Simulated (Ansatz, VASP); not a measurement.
Two plane-wave programs on AgI

The input POSCAR:

```
AgI
1.0
    0.0000000000      3.2365000000      3.2365000000
    3.2365000000      0.0000000000      3.2365000000
    3.2365000000      3.2365000000      0.0000000000
Ag I
1 1
Direct
    0.0000000000      0.0000000000      0.0000000000
    0.7500000000      0.7500000000      0.7500000000
```

File INCAR.step1:

```
ALGO = Normal
EDIFF = 1E-5
ENCUT = 400
GGA = PE
GGA_COMPAT = False
ISIF = 2
ISMEAR = 0
LASPH = True
LCHARG = False
LREAL = False
LWAVE = True
NBANDS = 16
NELM = 120
PREC = Accurate
SIGMA = 0.01
```

File INCAR.step2:

```
AEXX = 0.25
ALGO = Normal
EDIFF = 1E-6
ENCUT = 400
GGA = PE
GGA_COMPAT = False
ISIF = 2
ISMEAR = 0
ISTART = 1
LASPH = True
LCHARG = False
LHFCALC = True
LREAL = False
LWAVE = False
NBANDS = 16
NELM = 120
PREC = Accurate
PRECFOCK = Normal
SIGMA = 0.01
```

KPOINTS

```
k-points
0
Gamma
  3 3 3
```

Input for Ansatz:

```yaml
crystal:
  lattice:
    bravais: fcc
    a: 6.473
  space_group: 216
  atoms:
    - { symbol: Ag, position: [0.0, 0.0, 0.0] }
    - { symbol: I, position: [0.25, 0.25, 0.75] }
  reduce_to_primitive: true
basis:
  ecutwfc: 630.0
kpoints:
  mp_grid:
    grid: [3, 3, 3]
hamiltonian:
  xc: pbe0
scf:
  max_iter: 80
  n_extra_bands: 8
  occupations:
    method: fixed
output:
  eigenvalues: true
```

Alike in both runs: task single point; functional PBE0; k mesh 3 × 3 × 3; no spin polarisation.

```csv
,VASP,Ansatz
version,VASP 6.6.1,Ansatz 0.2.0
potentials or method,"VASP PAW PBE potentials, release 64 (Ag, I), cutoff 400 eV","plane waves, PAW"
occupations,"gaussian, width 0.01 eV",fixed
valence electrons in the cell,18,36
```

```csv
,VASP,Ansatz,Ansatz less VASP
gap on the k mesh at the Fermi level (eV),3.24,3.22,-0.021
```

VASP's potentials hold 18 valence electrons a cell and Ansatz's 36, so a difference there can come from the potentials and not from the codes.

The k mesh is coarse, so the values compare programs but aren't converged. Spin-orbit coupling is off throughout.
